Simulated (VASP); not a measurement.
# CoH4 (P4/mmm) in VASP: a series of runs

CoH4 is run at these levels: PBE; tasks: single point, relaxation of cell and atoms.

All numbers are computed with VASP 6.6.1; they aren't measurements. Logs are shortened: lines on timing, memory, paths and dates and some standing lists are left out, and cuts for length are marked.

## (1) The cell of the first run

Symmetry: P4/mmm, No. 123, tetragonal system. Conventional cell: a = 4.926 Å, b = 4.926 Å, c = 2.273 Å, α = 90.00°, β = 90.00°, γ = 90.00°. Within 2.3 Å of Co (site symmetry 4/mmm) lie 8 H at 1.63 Å and 2 Co at 2.27 Å. H (site symmetry m2m) has 2 Co at 1.63 Å and 5 H at 1.66 to 2.34 Å within 2.4 Å.

The cell was generated, and may not be a known phase.

## (2) Single point, PBE

File INCAR:

```
PREC = Accurate
ENCUT = 520
EDIFF = 1E-7
ISMEAR = 0
SIGMA = 0.1
LREAL = F
LASPH = T
NELM = 80
ALGO = Normal
ISIF = 2
LWAVE = F
LCHARG = T
GGA = PE
LELF = T
LVHAR = T
NBANDS = 14
```

File KPOINTS:

```
regular mesh
0
Gamma
  6 6 14
```

File POSCAR:

```
CoH4
1.0
    4.9259356102      0.0000000000      0.0000000000
    0.0000000000      4.9259356102      0.0000000000
    0.0000000000      0.0000000000      2.2732405890
Co H
1 4
Direct
    0.5000000000      0.5000000000      0.5000000000
    0.6682120152      0.6682120152      0.0000000000
    0.3317879848      0.3317879848      0.0000000000
    0.3317879848      0.6682120152      0.0000000000
    0.6682120152      0.3317879848      0.0000000000
```

Potentials or basis: VASP PAW PBE potentials, release 64 (Co, H).

Launch:

```sh
cat potpaw_PBE.64/Co/POTCAR potpaw_PBE.64/H/POTCAR > POTCAR
mpirun -np 1 vasp_std > vasp.out
```

OUTCAR:

```text
PREC = Accurate
   ENCUT = 520
   EDIFF = 1E-7
   ISMEAR = 0
   LREAL = F
   LASPH = T
   NELM = 80
   ISIF = 2
   GGA = PE

 ion  position               nearest neighbor table
   1  0.500  0.500  0.500-   2 1.63   3 1.63   4 1.63   5 1.63   2 1.63   3 1.63   4 1.63   5 1.63

   2  0.668  0.668  0.000-   1 1.63   1 1.63
   3  0.332  0.332  0.000-   1 1.63   1 1.63
   4  0.332  0.668  0.000-   1 1.63   1 1.63
   5  0.668  0.332  0.000-   1 1.63   1 1.63

  LATTYP: Found a simple tetragonal cell.
 ALAT       =     4.9259356102
 C/A-ratio  =     0.4614840243

  Lattice vectors:

 A1 = (   4.9259356102,   0.0000000000,   0.0000000000)
 A2 = (   0.0000000000,   4.9259356102,   0.0000000000)
 A3 = (   0.0000000000,   0.0000000000,   2.2732405890)

Analysis of symmetry for initial positions (statically):
=====================================================================
 Subroutine PRICEL returns:
 Original cell was already a primitive cell.

 Routine SETGRP: Setting up the symmetry group for a
 simple tetragonal supercell.

 Subroutine GETGRP returns: Found 16 space group operations
 (whereof 16 operations were pure point group operations)
 out of a pool of 16 trial point group operations.

The static configuration has the point symmetry D_4h.

Analysis of symmetry for dynamics (positions and initial velocities):
=====================================================================
 Subroutine PRICEL returns:
 Original cell was already a primitive cell.

 Routine SETGRP: Setting up the symmetry group for a
 simple tetragonal supercell.

 Subroutine GETGRP returns: Found 16 space group operations
 (whereof 16 operations were pure point group operations)
 out of a pool of 16 trial point group operations.

The dynamic configuration has the point symmetry D_4h.

 Subroutine INISYM returns: Found 16 space group operations
 (whereof 16 operations are pure point group operations),
 and found     1 'primitive' translations

----------------------------------------------------------------------------------------

                                     Primitive cell

  volume of cell :      55.1598

  direct lattice vectors                    reciprocal lattice vectors
     4.925935610  0.000000000  0.000000000     0.203007120  0.000000000  0.000000000
     0.000000000  4.925935610  0.000000000     0.000000000  0.203007120  0.000000000
     0.000000000  0.000000000  2.273240589     0.000000000  0.000000000  0.439900644

  length of vectors
     4.925935610  4.925935610  2.273240589     0.203007120  0.203007120  0.439900644

  position of ions in fractional coordinates (direct lattice)
     0.500000000  0.500000000  0.500000000
     0.668212015  0.668212015  0.000000000
     0.331787985  0.331787985  0.000000000
     0.331787985  0.668212015  0.000000000
     0.668212015  0.331787985  0.000000000

  ion indices of the primitive-cell ions
   primitive index   ion index
                 1           1
                 2           2
                 3           3
                 4           4
                 5           5

----------------------------------------------------------------------------------------

 KPOINTS: regular mesh

Automatic generation of k-mesh.
 Grid dimensions read from file:
 generate k-points for:    6    6   14

 Generating k-lattice:

  Cartesian coordinates                     Fractional coordinates (reciprocal lattice)
     0.033834520  0.000000000  0.000000000     0.166666667  0.000000000  0.000000000
     0.000000000  0.033834520  0.000000000     0.000000000  0.166666667  0.000000000
     0.000000000  0.000000000  0.031421475     0.000000000  0.000000000  0.071428571

  Length of vectors
     0.033834520  0.033834520  0.031421475

  Shift w.r.t. Gamma in fractional coordinates (k-lattice)
     0.000000000  0.000000000  0.000000000

 Subroutine IBZKPT returns following result:
 ===========================================

 Found     80 irreducible k-points:

 Following reciprocal coordinates:
            Coordinates               Weight
  0.000000  0.000000  0.000000      1.000000
  0.166667  0.000000  0.000000      4.000000
  0.333333  0.000000  0.000000      4.000000
  0.500000  0.000000  0.000000      2.000000
  0.166667  0.166667  0.000000      4.000000
  0.333333  0.166667  0.000000      8.000000
[... 16 lines left out ...]
  0.333333  0.000000  0.142857      8.000000
  0.500000  0.000000  0.142857      4.000000
 [... further k-points ...]
   k-points           NKPTS =     80   k-points in BZ     NKDIM =     80   number of bands    NBANDS=     14
   number of dos      NEDOS =    301   number of ions     NIONS =      5
   total plane-waves  NPLWV =  28800
   dimension x,y,z NGX =    40 NGY =   40 NGZ =   18
   dimension x,y,z NGXF=    80 NGYF=   80 NGZF=   36
   ions per type =               1   4
   NGX,Y,Z   is equivalent  to a cutoff of  13.50, 13.50, 13.16 a.u.
   NGXF,Y,Z  is equivalent  to a cutoff of  27.00, 27.00, 26.33 a.u.
 SYSTEM =  unknown system
   PREC   = accura    normal or accurate (medium, high low for compatibility)
   ISTART =      0    job   : 0-new  1-cont  2-samecut
   ICHARG =      2    charge: 1-file 2-atom 10-const
   ISPIN  =      1    spin polarized calculation?
   LNONCOLLINEAR =      F non collinear calculations
   LSORBIT =      F    spin-orbit coupling
   LASPH  =      T    aspherical Exc in radial PAW
   ENCUT  =  520.0 eV  38.22 Ry    6.18 a.u.   9.16  9.16  4.23*2*pi/ulx,y,z
   NELM   =     80;   NELMIN=  2; NELMDL= -5     # of ELM steps
   EDIFF  = 0.1E-06   stopping-criterion for ELM
   LREAL  =      F    real-space projection
   EDIFFG = 0.1E-05   stopping-criterion for IOM
   NSW    =      0    number of steps for IOM
   IBRION =     -1    ionic relax: 0-MD 1-quasi-New 2-CG
   NFREE  =      0    steps in history (QN), initial steepest desc. (CG)
   ISIF   =      2    stress and relaxation
   ISYM   =      2    0-nonsym 1-usesym 2-fastsym
   POTIM  = 0.5000    time-step for ionic-motion
   TEBEG  =    0.0;   TEEND  =   0.0 temperature during run
   PSTRESS=    0.0 pullay stress
   NELECT =      13.0000    total number of electrons
   NUPDOWN=      -1.0000    fix difference up-down
   EMIN   =  10.00;   EMAX   =-10.00  energy-range for DOS
   EFERMI =   0.00;   METHOD = LEGACY
   ISMEAR =     0;   SIGMA  =   0.10  broadening in eV -4-tet -1-fermi 0-gaus
   EFERMI_NEDOS =   21; number of points for ismear=-14 and -15
   IALGO  =     38    algorithm
   IMIX   =      4    mixing-type and parameters
     AMIX     =   0.40;   BMIX     =  1.00
     AMIX_MAG =   1.60;   BMIX_MAG =  1.00
  volume/ion in A,a.u.               =      11.03        74.45
  Fermi-wavevector in a.u.,A,eV,Ry     =   1.011226  1.910940 13.913025  1.022578
  Thomas-Fermi vector in A             =   2.144263
   LORBIT       =      0    0 simple, 1 ext, 2 COOP (PROOUT), +10 PAW based schemes
   GGA     = PE    functional components
   LHFCALC =     F    Hartree Fock is set to
   AEXX    =    0.0000 exact exchange contribution
   IVDW    =     0    specifies the selected vdW correction
   LEPSILON=     F    determine dielectric tensor
   LRPA    =     F    only Hartree local field effects (RPA)
 non-spin polarized calculation
 Gauss-broadening in eV      SIGMA  =   0.10
  energy-cutoff  :      520.00
  volume of cell :       55.16
 maximum number of plane-waves:      1520
 NGX is ok and might be reduce to    40
   NGX = 19   NGY = 19   NGZ =  9

 number of electron      12.9999998 magnetization

 Free energy of the ion-electron system (eV)
  ---------------------------------------------------
  ext. energy  EPLUGINS =         0.00000000
  ---------------------------------------------------
  free energy    TOTEN  =       -19.14293231 eV

  energy without entropy =      -19.13634274  energy(sigma->0) =      -19.13963752

 E-fermi :  -0.7016     XC(G=0):  -6.9446

 val. band max:       -0.7051401653   @ k =   0.3333   0.1667   0.1429
 cond. band min:      -0.6905636726   @ k =   0.5000   0.5000   0.1429
 fundamental gap:      0.0145764927
 Fermi energy:        -0.7015596067

 k-point     1 :       0.0000    0.0000    0.0000
  band No.  band energies     occupation
      1     -10.3131      2.00000
      2      -4.5053      2.00000
      3      -4.5053      2.00000
      4      -3.9543      2.00000
      5      -3.6901      2.00000
      6      -2.1261      2.00000
      7      -1.1593      2.00000
      8      -1.1593      2.00000
      9       3.9917      0.00000
     10       4.3856      0.00000
     11       5.4613      0.00000
     12       9.4048      0.00000
     13       9.4048      0.00000
     14      12.1125      0.00000

 k-point     2 :       0.1667    0.0000    0.0000
  band No.  band energies     occupation
      1     -10.2811      2.00000
      2      -4.7094      2.00000
      3      -4.4751      2.00000
      4      -3.9753      2.00000
      5      -3.6276      2.00000
      6      -2.0926      2.00000
      7      -1.1595      2.00000
      8      -1.1593      2.00000
      9       4.1577      0.00000
     10       4.2535      0.00000
     11       5.6844      0.00000
     12       8.6859      0.00000
     13      10.0364      0.00000
     14      13.1332      0.00000

 k-point     3 :       0.3333    0.0000    0.0000
  band No.  band energies     occupation
      1     -10.2143      2.00000
      2      -5.0482      2.00000
      3      -4.4040      2.00000
      4      -4.0279      2.00000
      5      -3.5567      2.00000
      6      -2.0356      2.00000
      7      -1.1598      2.00000
      8      -1.1592      2.00000
      9       3.7797      0.00000
     10       4.8570      0.00000
     11       6.0229      0.00000
     12       8.0772      0.00000
     13      11.5819      0.00000
     14      12.4615      0.00000

 k-point     4 :       0.5000    0.0000    0.0000
  band No.  band energies     occupation
      1     -10.1792      2.00000
      2      -5.1992      2.00000
      3      -4.3584      2.00000
      4      -4.0640      2.00000
      5      -3.5337      2.00000
      6      -2.0109      2.00000
      7      -1.1600      2.00000
      8      -1.1592      2.00000
      9       3.6171      0.00000
     10       5.5681      0.00000
     11       5.5696      0.00000
     12       8.4255      0.00000
     13      11.1829      0.00000
     14      12.9982      0.00000

 k-point     5 :       0.1667    0.1667    0.0000
  band No.  band energies     occupation
      1     -10.2496      2.00000
      2      -4.7039      2.00000
      3      -4.6431      2.00000
      4      -4.0013      2.00000
      5      -3.5669      2.00000
      6      -2.0614      2.00000
      7      -1.1594      2.00000
      8      -1.1594      2.00000
      9       3.7426      0.00000
     10       4.7170      0.00000
     11       5.9099      0.00000
[... 276 lines left out ...]
 k-point    22 :       0.1667    0.0000    0.1429
  band No.  band energies     occupation
      1      -9.6762      2.00000
      2      -5.0521      2.00000
      3      -4.9109      2.00000
      4      -3.6276      2.00000
      5      -3.2088      2.00000
      6      -1.9405      2.00000
      7      -0.5588      0.04344
      8      -0.4425      0.00025
      9       4.1314      0.00000
     10       4.7633      0.00000
     11       6.1713      0.00000
     12       9.2947      0.00000
     13      10.6456      0.00000
     14      13.5546      0.00000

 k-point    23 :       0.3333    0.0000    0.1429
  band No.  band energies     occupation
      1      -9.6080      2.00000
      2      -5.2799      2.00000
      3      -4.8664      2.00000
      4      -3.6764      2.00000
      5      -3.1428      2.00000
      6      -1.8925      2.00000
      7      -0.7304      1.31692
      8      -0.4016      0.00002
      9       3.7955      0.00000
     10       5.4124      0.00000
     11       6.6208      0.00000
     12       8.6080      0.00000
     13      12.0310      0.00000
     14      12.8608      0.00000

 k-point    24 :       0.5000    0.0000    0.1429
  band No.  band energies     occupation
      1      -9.5722      2.00000
      2      -5.3896      2.00000
      3      -4.8428      2.00000
      4      -3.7023      2.00000
      5      -3.1147      2.00000
      6      -1.8667      2.00000
      7      -0.8088      1.87062
      8      -0.3803      0.00001
      9       3.6448      0.00000
     10       6.0099      0.00000
     11       6.3305      0.00000
     12       8.9875      0.00000
     13      11.5651      0.00000
     14      13.1994      0.00000

 [... further k-points ...]
[... 5 lines left out ...]
  --------------------------------------------------------------------------------------
  -------------------------------------------------------------------------------------
  Total       -0.0560265     -0.0560265     -0.0869093      0.0000000      0.0000000      0.0000000
  in kB       -1.6273505     -1.6273505     -2.5243758      0.0000000      0.0000000      0.0000000
  external PRESSURE =      -1.9263589 kB  Pullay stress =       0.0000000 kB

 VOLUME and BASIS-vectors are now :
 -----------------------------------------------------------------------------
  energy-cutoff  :      520.00
  volume of cell :       55.16
      direct lattice vectors                 reciprocal lattice vectors
     4.925935610  0.000000000  0.000000000     0.203007120  0.000000000  0.000000000
     0.000000000  4.925935610  0.000000000     0.000000000  0.203007120  0.000000000
     0.000000000  0.000000000  2.273240589     0.000000000  0.000000000  0.439900644

 POSITION                                       TOTAL-FORCE (eV/Angst)
 -----------------------------------------------------------------------------------
      2.46297      2.46297      1.13662         0.000000      0.000000     -0.000000
      3.29157      3.29157      0.00000        -0.005088     -0.005088      0.000000
      1.63437      1.63437      0.00000         0.005088      0.005088     -0.000000
      1.63437      3.29157      0.00000         0.005088     -0.005088     -0.000000
      3.29157      1.63437      0.00000        -0.005088      0.005088      0.000000
 -----------------------------------------------------------------------------------
    total drift:                               -0.000000     -0.000000     -0.000000

  FREE ENERGIE OF THE ION-ELECTRON SYSTEM (eV)
  ---------------------------------------------------
  free  energy   TOTEN  =       -19.1429323136 eV

  energy  without entropy=      -19.1363427361  energy(sigma->0) =      -19.13963752
```

It took 73 s on 1 thread of Intel Xeon 8259CL, shared host; peak memory 0.21 GiB.

What came out:

```yaml
Free_energy: -19.1429 eV
Pressure: -0.2 GPa
Largest_force: 0.007 eV/Å
Band_gap_on_the_k_mesh: zero (an odd number of electrons rules out a gap without spin polarisation)
```

Forces in eV/Å, atoms in the order of the input:
```
Co   0.000  0.000  0.000
H   -0.005 -0.005  0.000
H    0.005  0.005  0.000
H    0.005 -0.005  0.000
H   -0.005  0.005  0.000
```

Caveat: the run has no spin polarisation, though such a crystal can be magnetic. Spin polarisation is off, so any magnetic state and its effect on volume and gap are missing.

(Part 1 of 2 ends here.)
